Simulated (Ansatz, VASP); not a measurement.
Two plane-wave programs on InAs3

Contents of INCAR:

```
PREC = Accurate ; ENCUT = 520
EDIFF = 1E-6 ; ISMEAR = 0
SIGMA = 0.1 ; LREAL = F
LASPH = T ; NELM = 100
ALGO = Normal ; ISIF = 2
LWAVE = F ; LCHARG = T
GGA = PE ; LELF = T
LVHAR = T ; NBANDS = 22
```

File KPOINTS:

```
Automatic mesh
0
Gamma
  4 4 4
```

POSCAR

```
InAs3
1.0
    4.5074010847      0.0000000000      0.0000000000
    0.0000000000      4.5074010847      0.0000000000
    0.0000000000      0.0000000000      4.5074010847
In As
1 3
Direct
    0.0000000000      0.0000000000      0.0000000000
    0.5000000000      0.0000000000      0.5000000000
    0.0000000000      0.5000000000      0.5000000000
    0.5000000000      0.5000000000      0.0000000000
```

Input for Ansatz:

```yaml
crystal:
  lattice:
    - [4.5074010847, 0.0, 0.0]
    - [0.0, 4.5074010847, 0.0]
    - [0.0, 0.0, 4.5074010847]
  atoms:
    - { symbol: In, position: [0.0, 0.0, 0.0] }
    - { symbol: As, position: [0.5, 0.0, 0.5] }
    - { symbol: As, position: [0.0, 0.5, 0.5] }
    - { symbol: As, position: [0.5, 0.5, 0.0] }
basis:
  ecutwfc: 420
kpoints:
  mp_grid: { grid: [4, 4, 4] }
hamiltonian:
  xc: pbe
scf:
  occupations: { method: gaussian, width: 0.1 }
output:
  forces: true
  stress: true
  eigenvalues: true
```

Alike in both runs: task single point; functional PBE; k mesh 4 × 4 × 4; occupations gaussian, width 0.1 eV; no spin polarisation.

|  | VASP | Ansatz |
| --- | --- | --- |
| version | VASP 6.6.1 | Ansatz 0.2.0 |
| potentials or method | VASP PAW PBE potentials, release 64 (In_d, As), cutoff 520 eV | scalar-relativistic, plane waves, PAW |
| valence electrons in the cell | 28 | 58 |

```csv
,VASP,Ansatz,Ansatz less VASP
gap on the k mesh at the Fermi level (eV),none,none,-
pressure (GPa),-4.2,-4.2,-0.01
```

A gap of «none» marks a metal or a gap that the smearing closes. VASP's potentials hold 28 valence electrons a cell and Ansatz's 58, so a difference there can come from the potentials and not from the codes.
